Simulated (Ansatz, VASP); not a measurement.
ZnO: VASP beside Ansatz

```xyz
2
Lattice="0.0000 2.1338 2.1338 2.1338 0.0000 2.1338 2.1338 2.1338 0.0000" Properties=species:S:1:pos:R:3 pbc="T T T"
Zn    0.0000    0.0000    0.0000
O     2.1338    2.1338    2.1338
```

Alike in both runs: task single point; functional r2SCAN; k mesh 2 × 2 × 2; no spin polarisation.

```csv
,VASP,Ansatz
version,VASP 6.6.1,Ansatz 0.2.0
potentials or method,"VASP PAW PBE potentials, release 64 (Zn, O_h)",plane waves
plane-wave cutoff (eV),1480,500
occupations,"gaussian, width 0.01 eV",fixed
valence electrons in the cell,18,18
```

```csv
,VASP,Ansatz,Ansatz less VASP
gap on the k mesh at the Fermi level (eV),1.29,1.31,+0.020
pressure (GPa),6.8,5.6,-1.23
```

VASP's potentials were made for PBE, not for r2SCAN.

The k mesh is coarse, so the values compare programs but aren't converged.
